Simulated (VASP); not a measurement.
# SiC4 (I4mm) in VASP: a series of runs

Runs on SiC4. Level: PBE. Tasks: single point, relaxation of cell and atoms.

All numbers are computed with VASP 6.6.1; they aren't measurements. Logs are shortened: lines on timing, memory, paths and dates and some standing lists are left out, and cuts for length are marked.

**1. The cell of the first run**

It takes space group I4mm (No. 107, tetragonal). Conventional cell: a = 3.846 Å, b = 3.846 Å, c = 7.348 Å, α = 90.00°, β = 90.00°, γ = 90.00°. Within 2.2 Å of Si (site symmetry 4mm) lie 4 C at 1.63 Å. C (site symmetry m) has 3 C at 1.47 to 2.08 Å and 1 Si at 1.63 Å within 2.1 Å.

The cell was built from a structure type or drawn by symmetry, and may not be a known phase.

**2. Single point, PBE**

Contents of INCAR:

```
PREC = Accurate ; ENCUT = 520
EDIFF = 1E-6 ; ISMEAR = 0
SIGMA = 0.1 ; LREAL = F
LASPH = T ; NELM = 80
ALGO = Normal ; ISIF = 2
LWAVE = F ; LCHARG = F
GGA = PE ; NBANDS = 18
```

Contents of KPOINTS:

```
Automatic mesh
0
Gamma
  6 6 6
```

Contents of POSCAR:

```
SiC4
1.0
   -1.9229846300      1.9229846300      3.6742441200
    1.9229846300     -1.9229846300      3.6742441200
    1.9229846300      1.9229846300     -3.6742441200
Si C
1 4
Direct
    0.0899862500      0.0899862500      0.0000000000
    0.0701730100      0.0701730100      0.6184052900
    0.4517677200      0.4517677200      0.3815947100
    0.0701730100      0.4517677200      0.0000000000
    0.4517677200      0.0701730100      0.0000000000
```

Potentials or basis: VASP PAW PBE potentials, release 64 (Si, C).

Run with:

```sh
cat potpaw_PBE.64/Si/POTCAR potpaw_PBE.64/C/POTCAR > POTCAR
mpirun -np 1 vasp_std > vasp.out
```

OUTCAR:

```text
PREC = Accurate
   ENCUT = 520
   EDIFF = 1E-6
   ISMEAR = 0
   LREAL = F
   LASPH = T
   NELM = 80
   ISIF = 2
   GGA = PE

 ion  position               nearest neighbor table
   1  0.090  0.090  0.000-   3 1.63   4 1.63   5 1.63   2 1.63
   2  0.070  0.070  0.618-   4 1.47   5 1.47   1 1.63
   3  0.452  0.452  0.382-   4 1.47   5 1.47   1 1.63
   4  0.070  0.452  0.000-   2 1.47   3 1.47   1 1.63
   5  0.452  0.070  0.000-   2 1.47   3 1.47   1 1.63

  LATTYP: Found a body centered tetragonal cell.
 ALAT       =     3.8459692600
 C/A-ratio  =     1.9106986414

  Lattice vectors:

 A1 = (  -1.9229846300,   1.9229846300,   3.6742441200)
 A2 = (   1.9229846300,  -1.9229846300,   3.6742441200)
 A3 = (   1.9229846300,   1.9229846300,  -3.6742441200)

Analysis of symmetry for initial positions (statically):
=====================================================================
 Subroutine PRICEL returns:
 Original cell was already a primitive cell.

 Routine SETGRP: Setting up the symmetry group for a
 body centered tetragonal supercell.

 Subroutine GETGRP returns: Found  8 space group operations
 (whereof  8 operations were pure point group operations)
 out of a pool of 16 trial point group operations.

The static configuration has the point symmetry C_4v.

Analysis of symmetry for dynamics (positions and initial velocities):
=====================================================================
 Subroutine PRICEL returns:
 Original cell was already a primitive cell.

 Routine SETGRP: Setting up the symmetry group for a
 body centered tetragonal supercell.

 Subroutine GETGRP returns: Found  8 space group operations
 (whereof  8 operations were pure point group operations)
 out of a pool of 16 trial point group operations.

The dynamic configuration has the point symmetry C_4v.

 Subroutine INISYM returns: Found  8 space group operations
 (whereof  8 operations are pure point group operations),
 and found     1 'primitive' translations

----------------------------------------------------------------------------------------

                                     Primitive cell

  volume of cell :      54.3475

  direct lattice vectors                    reciprocal lattice vectors
    -1.922984630  1.922984630  3.674244120     0.000000000  0.260012479  0.136082411
     1.922984630 -1.922984630  3.674244120     0.260012479  0.000000000  0.136082411
     1.922984630  1.922984630 -3.674244120     0.260012479  0.260012479  0.000000000

  length of vectors
     4.571193458  4.571193458  4.571193458     0.293470461  0.293470461  0.367713174

  position of ions in fractional coordinates (direct lattice)
     0.089986250  0.089986250  0.000000000
     0.070173010  0.070173010  0.618405290
     0.451767720  0.451767720  0.381594710
     0.070173010  0.451767720  0.000000000
     0.451767720  0.070173010  0.000000000

  ion indices of the primitive-cell ions
   primitive index   ion index
                 1           1
                 2           2
                 3           3
                 4           4
                 5           5

----------------------------------------------------------------------------------------

 KPOINTS: Automatic mesh

Automatic generation of k-mesh.
 Grid dimensions read from file:
 generate k-points for:    6    6    6

 Generating k-lattice:

  Cartesian coordinates                     Fractional coordinates (reciprocal lattice)
     0.000000000  0.043335413  0.022680402     0.166666667  0.000000000  0.000000000
     0.043335413  0.000000000  0.022680402     0.000000000  0.166666667  0.000000000
     0.043335413  0.043335413  0.000000000     0.000000000  0.000000000  0.166666667

  Length of vectors
     0.048911744  0.048911744  0.061285529

  Shift w.r.t. Gamma in fractional coordinates (k-lattice)
     0.000000000  0.000000000  0.000000000

 Subroutine IBZKPT returns following result:
 ===========================================

 Found     30 irreducible k-points:

 Following reciprocal coordinates:
            Coordinates               Weight
  0.000000  0.000000  0.000000      1.000000
  0.166667  0.000000 -0.000000      8.000000
  0.333333 -0.000000  0.000000      8.000000
  0.500000  0.000000 -0.000000      4.000000
  0.166667  0.166667  0.000000      8.000000
  0.333333  0.166667 -0.000000     16.000000
[... 16 lines left out ...]
 -0.333333 -0.333333  0.166667      8.000000
 -0.166667 -0.333333  0.166667      8.000000
 [... further k-points ...]
   k-points           NKPTS =     30   k-points in BZ     NKDIM =     30   number of bands    NBANDS=     18
   number of dos      NEDOS =    301   number of ions     NIONS =      5
   total plane-waves  NPLWV =  46656
   dimension x,y,z NGX =    36 NGY =   36 NGZ =   36
   dimension x,y,z NGXF=    72 NGYF=   72 NGZF=   72
   ions per type =               1   4
   NGX,Y,Z   is equivalent  to a cutoff of  13.09, 13.09, 13.09 a.u.
[... 31 lines left out ...]
     AMIX_MAG =   1.60;   BMIX_MAG =  1.00
  volume/ion in A,a.u.               =      10.87        73.35
  Fermi-wavevector in a.u.,A,eV,Ry     =   1.173163  2.216956 18.725848  1.376311
  Thomas-Fermi vector in A             =   2.309580
   LORBIT       =      0    0 simple, 1 ext, 2 COOP (PROOUT), +10 PAW based schemes
   GGA     = PE    functional components
   LHFCALC =     F    Hartree Fock is set to
   AEXX    =    0.0000 exact exchange contribution
   IVDW    =     0    specifies the selected vdW correction
   LEPSILON=     F    determine dielectric tensor
   LRPA    =     F    only Hartree local field effects (RPA)
 non-spin polarized calculation
 Gauss-broadening in eV      SIGMA  =   0.10
  energy-cutoff  :      520.00
  volume of cell :       54.35
 maximum number of plane-waves:      1479
 NGX is ok and might be reduce to    36
   NGX = 17   NGY = 17   NGZ = 17

 number of electron      20.0000000 magnetization

 Free energy of the ion-electron system (eV)
  ---------------------------------------------------
  ext. energy  EPLUGINS =         0.00000000
  ---------------------------------------------------
  free energy    TOTEN  =       -26.27788306 eV

  energy without entropy =      -26.26130345  energy(sigma->0) =      -26.26959326

 E-fermi :   4.1877     XC(G=0): -10.1509

 val. band max:        4.1345575054   @ k =   0.5000   0.3333  -0.0000
 cond. band min:       4.2024569395   @ k =  -0.3333  -0.3333   0.3333
 fundamental gap:      0.0678994341
 Fermi energy:         4.1876646903

 k-point     1 :       0.0000    0.0000    0.0000
  band No.  band energies     occupation
      1     -16.8781      2.00000
      2      -6.8933      2.00000
      3      -6.8933      2.00000
      4      -3.8853      2.00000
      5      -3.2136      2.00000
      6      -3.1073      2.00000
[... 10 lines left out ...]
     17      13.4692      0.00000
     18      16.2089      0.00000

 k-point     2 :       0.1667    0.0000   -0.0000
  band No.  band energies     occupation
      1     -16.8172      2.00000
      2      -7.5953      2.00000
      3      -6.8761      2.00000
      4      -3.6526      2.00000
      5      -3.0612      2.00000
      6      -2.4393      2.00000
[... 10 lines left out ...]
     17      13.5080      0.00000
     18      14.7268      0.00000

 k-point     3 :       0.3333   -0.0000    0.0000
  band No.  band energies     occupation
      1     -16.6885      2.00000
      2      -8.5343      2.00000
      3      -6.8406      2.00000
      4      -3.6014      2.00000
      5      -2.9481      2.00000
      6      -0.8322      2.00000
[... 10 lines left out ...]
     17      13.3687      0.00000
     18      15.4756      0.00000

 k-point     4 :       0.5000    0.0000   -0.0000
  band No.  band energies     occupation
      1     -16.6203      2.00000
      2      -8.9068      2.00000
      3      -6.8220      2.00000
      4      -3.5798      2.00000
      5      -2.8993      2.00000
      6      -0.1612      2.00000
[... 375 lines left out ...]
      4      -4.0950      2.00000
      5      -2.9385      2.00000
      6      -0.5124      2.00000
[... 10 lines left out ...]
     17      13.6541      0.00000
     18      15.8552      0.00000

 k-point    23 :      -0.3333   -0.3333    0.1667
  band No.  band energies     occupation
      1     -16.7126      2.00000
      2      -7.6237      2.00000
      3      -7.5663      2.00000
      4      -4.3697      2.00000
      5      -2.4154      2.00000
      6      -1.8768      2.00000
[... 10 lines left out ...]
     17      14.3190      0.00000
     18      14.9611      0.00000

 k-point    24 :      -0.1667   -0.3333    0.1667
  band No.  band energies     occupation
      1     -16.7809      2.00000
      2      -7.6302      2.00000
      3      -6.9199      2.00000
      4      -4.2925      2.00000
      5      -3.0915      2.00000
      6      -2.2244      2.00000
[... 10 lines left out ...]
     17      13.6787      0.00000
     18      14.6611      0.00000

 [... further k-points ...]
[... 5 lines left out ...]
  --------------------------------------------------------------------------------------
  -------------------------------------------------------------------------------------
  Total       10.1317935     10.1317935     23.3256175      0.0000000      0.0000000      0.0000000
  in kB      298.6876655    298.6876655    687.6447100      0.0000000      0.0000000      0.0000000
  external PRESSURE =     428.3400137 kB  Pullay stress =       0.0000000 kB

 VOLUME and BASIS-vectors are now :
 -----------------------------------------------------------------------------
  energy-cutoff  :      520.00
  volume of cell :       54.35
      direct lattice vectors                 reciprocal lattice vectors
    -1.922984630  1.922984630  3.674244120     0.000000000  0.260012479  0.136082411
     1.922984630 -1.922984630  3.674244120     0.260012479  0.000000000  0.136082411
     1.922984630  1.922984630 -3.674244120     0.260012479  0.260012479  0.000000000

 POSITION                                       TOTAL-FORCE (eV/Angst)
 -----------------------------------------------------------------------------------
      0.00000      0.00000      0.66126         0.000000      0.000000    -23.265267
      1.18918      1.18918     -1.75651        -3.914124     -3.914124      5.816317
      0.73380      0.73380      1.91774         3.914124      3.914124      5.816317
      0.73380     -0.73380      1.91774         3.914124     -3.914124      5.816317
     -0.73380      0.73380      1.91774        -3.914124      3.914124      5.816317
 -----------------------------------------------------------------------------------
    total drift:                                0.000001      0.000001      0.000006

  FREE ENERGIE OF THE ION-ELECTRON SYSTEM (eV)
  ---------------------------------------------------
  free  energy   TOTEN  =       -26.2778830589 eV

  energy  without entropy=      -26.2613034524  energy(sigma->0) =      -26.26959326
```

It took 24 s on 1 thread of Intel Xeon Platinum 8488C (Sapphire Rapids), shared host; peak memory 0.19 GiB.

What came out:

| Property | Result |
| --- | --- |
| Free energy | -26.2779 eV |
| Pressure | 42.8 GPa |
| Largest force | 23.265 eV/Å |
| Band gap on the k mesh | zero (bands 10 and 11 overlap by 0.78 eV) |

Forces on the atoms (eV/Å):
```
Si    0.000   0.000 -23.265
C    -3.914  -3.914   5.816
C     3.914   3.914   5.816
C     3.914  -3.914   5.816
C    -3.914   3.914   5.816
```

Stress tensor (GPa, compression positive):
```
29.87  0.00  0.00
 0.00 29.87  0.00
 0.00  0.00 68.76
```

Caveat: the cell stands under pressure; semilocal functionals underestimate gaps, so a narrow gap can read as zero; forces of over 1 eV/Å act on the atoms, so gaps and moduli don't describe the material at rest.

**3. Relaxation of cell and atoms, PBE**

Contents of INCAR:

```
SYSTEM = SiC4
  PREC = Accurate
  ENCUT = 600
  EDIFF = 1E-7
  ISMEAR = 0
  SIGMA = 0.1
  LREAL = .False.
  LASPH = .True.
  NELM = 80
  ALGO = Normal
  ISIF = 3
  LWAVE = .False.
  LCHARG = .False.
  GGA = PE
  IBRION = 2
  NSW = 90
  EDIFFG = -0.04
```

Contents of KPOINTS:

```
regular mesh
0
Gamma
  6 6 6
  0 0 0
```

POSCAR is that of step 2.

Potentials or basis: VASP PAW PBE potentials, release 64 (Si, C).

Run with:

```sh
cat potpaw_PBE.64/Si/POTCAR potpaw_PBE.64/C/POTCAR > POTCAR
mpirun -np 1 vasp_std > vasp.out
```

Run time: 18 min. Hardware: 1 thread of Intel Xeon Platinum 8488C (Sapphire Rapids), shared host; peak memory 0.26 GiB.

The run converged. Its results:

* Free energy: -36.4928 eV
* Relaxed volume: 9.78 Å³/atom
* Relaxed cell: a = 4.081 Å, b = 4.081 Å, c = 4.081 Å, α = 118.73°, β = 118.73°, γ = 92.21°
* Space group after relaxing (to 0.1 Å): I4/mmm (No. 139)
* Energy gained by relaxing: 2041.4 meV/atom
* Ionic steps: 51
* Pressure after relaxing: -0.1 GPa
* Largest force after relaxing: 0.029 eV/Å
* Band gap on the k mesh: zero (bands 10 and 11 overlap by 3.49 eV)

Forces in eV/Å, atoms in the order of the input:
```
Si   0.000  0.000 -0.020
C   -0.020 -0.020  0.005
C    0.020  0.020  0.005
C    0.020 -0.020  0.005
C   -0.020  0.020  0.005
```

Stress tensor (GPa, compression positive):
```
-0.36  0.00  0.00
 0.00 -0.36  0.00
 0.00  0.00  0.30
```

The path:
| step | energy change (eV) | largest force (eV/Å) | pressure (GPa) | volume (Å³) |
| --- | --- | --- | --- | --- |
| 1 | 0.0000 | 23.2562 | 42.61 | 54.35 |
| 3 | -0.4333 | 2.9790 | -24.96 | 77.34 |
| 5 | -2.8561 | 3.6661 | -31.18 | 64.23 |
| 7 | -4.1520 | 3.9202 | -8.61 | 56.72 |
| 9 | -4.2171 | 2.4841 | -14.57 | 57.65 |
| 11 | -4.7993 | 2.5377 | -0.37 | 52.60 |
| 13 | -6.9689 | 1.2024 | 24.80 | 40.72 |
| 15 | -7.0337 | 0.5991 | 14.06 | 42.02 |
| 17 | -7.4569 | 3.8262 | 2.92 | 43.04 |
| 19 | -8.9987 | 3.2087 | -9.86 | 44.88 |
| 21 | -9.3215 | 2.2473 | -16.68 | 45.42 |
| 23 | -9.6812 | 2.1444 | -1.61 | 43.55 |
| 25 | -9.9509 | 0.5530 | 8.67 | 41.39 |
| 27 | -10.0203 | 0.6261 | -2.18 | 43.01 |
| 29 | -10.0526 | 0.3601 | -1.17 | 43.52 |
| 31 | -10.0962 | 0.2984 | 3.98 | 43.60 |
| 33 | -10.1076 | 0.2972 | 0.90 | 44.17 |
| 35 | -10.1274 | 0.1472 | -3.59 | 46.38 |
| 37 | -10.1421 | 0.3088 | -3.06 | 47.09 |
| 39 | -10.1437 | 0.4180 | -2.79 | 47.42 |
| 41 | -10.1709 | 0.4235 | 0.12 | 47.35 |
| 43 | -10.1735 | 0.4325 | 1.43 | 47.32 |
| 45 | -10.1814 | 0.3560 | -0.49 | 47.76 |
| 47 | -10.1896 | 0.2988 | -0.36 | 47.96 |
| 49 | -10.2063 | 0.1609 | 0.19 | 48.83 |
| 51 | -10.2071 | 0.0286 | -0.14 | 48.92 |

Final structure:
```cif
data_structure
_symmetry_space_group_name_H-M 'P 1'
_symmetry_Int_Tables_number 1
_cell_length_a 4.0805
_cell_length_b 4.0805
_cell_length_c 4.0805
_cell_angle_alpha 118.732
_cell_angle_beta 118.732
_cell_angle_gamma 92.210
_cell_volume 48.92
loop_
_atom_site_label
_atom_site_type_symbol
_atom_site_fract_x
_atom_site_fract_y
_atom_site_fract_z
_atom_site_occupancy
Si1 Si 0.82740 0.82740 0.00000 1
C1 C 0.14956 0.14956 0.64588 1
C2 C 0.50368 0.50368 0.35412 1
C3 C 0.14956 0.50368 0.00000 1
C4 C 0.50368 0.14956 0.00000 1
```

Levels at points of the mesh, in eV from the Fermi level:
| k point | band 6 | band 7 | band 8 | band 9 | band 10 | band 11 | band 12 | band 13 | band 14 |
| --- | --- | --- | --- | --- | --- | --- | --- | --- | --- |
| (0.00, 0.00, 0.00) | -3.69 | -3.65 | -3.65 | -3.43 | -1.16 | -1.16 | 1.86 | 3.66 | 7.63 |
| (0.50, 0.00, 0.00) | -6.26 | -4.41 | -4.09 | -1.92 | 0.20 | 1.23 | 4.37 | 4.67 | 5.39 |
| (0.50, 0.50, 0.00) | -3.89 | -3.30 | -2.33 | -1.99 | -1.81 | 1.77 | 1.99 | 4.95 | 7.28 |
| (0.50, 0.50, 0.50) | -6.89 | -3.44 | -3.44 | -2.49 | 2.33 | 2.33 | 3.31 | 4.80 | 5.68 |

**4. Single point, PBE, collinear spin**

Contents of INCAR:

```
ALGO = Normal ; EDIFF = 1E-7
ENCUT = 520 ; GGA = PE
ISIF = 2 ; ISMEAR = 0
ISPIN = 2 ; LASPH = T
LCHARG = T ; LELF = T
LORBIT = 11 ; LREAL = F
LVHAR = T ; LWAVE = F
MAGMOM = 0 1 1 1 1 ; NBANDS = 22
NELM = 150 ; PREC = Accurate
SIGMA = 0.1
```

Contents of KPOINTS:

```
k-points
0
Gamma
  6 6 6
```

POSCAR is that of step 3.

Run with:

```sh
cat potpaw_PBE.64/Si/POTCAR potpaw_PBE.64/C/POTCAR > POTCAR
mpirun -np 1 vasp_std > vasp.out
```

It took 1.7 min on 1 thread of Intel Xeon Platinum 8488C (Sapphire Rapids), shared host; peak memory 0.25 GiB.

It converged, with:

* Free energy: -26.2862 eV
* Pressure: 43.0 GPa
* Largest force: 23.169 eV/Å
* Net moment: -0.45 μB per cell
* Site moments: Si -0.13; C -0.03 μB
* Valence electrons inside the program's atomic spheres: Si 2.02; C 2.52

Forces in eV/Å, atoms in the order of the input:
```
Si    0.000   0.000 -23.169
C    -3.897  -3.897   5.792
C     3.897   3.897   5.792
C     3.897  -3.897   5.792
C    -3.897   3.897   5.792
```

Stress tensor (GPa, compression positive):
```
29.53  0.00  0.00
 0.00 29.53  0.00
 0.00  0.00 69.99
```

Levels at points of the mesh, in eV from the Fermi level:
Spin up:
| k point | band 7 | band 8 | band 9 | band 10 | band 11 | band 12 | band 13 | band 14 |
| --- | --- | --- | --- | --- | --- | --- | --- | --- |
| (0.00, 0.00, 0.00) | -1.78 | -1.78 | -0.99 | -0.32 | -0.32 | -0.05 | 5.88 | 6.91 |
| (0.50, 0.00, 0.00) | -2.82 | -2.80 | -2.17 | -0.73 | 1.20 | 3.21 | 4.04 | 5.21 |
| (0.50, 0.50, 0.00) | -3.47 | -1.78 | -1.35 | 0.31 | 0.68 | 1.17 | 3.84 | 5.23 |
| (0.50, 0.50, 0.50) | -0.70 | -0.70 | -0.55 | -0.55 | 0.20 | 0.88 | 5.06 | 7.42 |
Spin down:
| k point | band 6 | band 7 | band 8 | band 9 | band 10 | band 11 | band 12 | band 13 | band 14 | band 15 |
| --- | --- | --- | --- | --- | --- | --- | --- | --- | --- | --- |
| (0.00, 0.00, 0.00) | -7.32 | -1.89 | -1.89 | -1.58 | -0.41 | -0.41 | -0.19 | 5.83 | 6.66 | 6.78 |
| (0.50, 0.00, 0.00) | -4.43 | -2.93 | -2.88 | -2.27 | -0.82 | 0.66 | 3.09 | 3.93 | 4.92 | 6.79 |
| (0.50, 0.50, 0.00) | -4.06 | -3.58 | -1.82 | -1.58 | -0.09 | 0.54 | 1.09 | 3.64 | 4.88 | 7.32 |
| (0.50, 0.50, 0.50) | -7.27 | -0.76 | -0.76 | -0.65 | -0.65 | 0.07 | 0.27 | 4.99 | 6.94 | 6.94 |

Caveat: the cell stands under pressure; forces of over 1 eV/Å act on the atoms, so gaps and moduli don't describe the material at rest.

**5. The runs side by side**

```tsv
task	spin	cell	cutoff (eV)	gap on the mesh (eV)	pressure (GPa)	largest force (eV/Å)
single point	off	as given	520	none	42.8	23.27
relaxation of cell and atoms	off	relaxed	600	none	-0.1	0.03
single point	collinear	as given	520	none	43.0	23.17
```

Alike in all rows: level PBE; potentials or basis VASP PAW PBE potentials, release 64 (Si, C); k mesh 6 × 6 × 6; smearing gaussian 0.1 eV.

Caveats: the cell stands under pressure (at least some runs); forces of over 1 eV/Å act on the atoms, so gaps and moduli don't describe the material at rest (at least some runs); semilocal functionals underestimate gaps, so a narrow gap can read as zero (at least some runs).

Absolute energies hang on the potentials; compare differences alone.
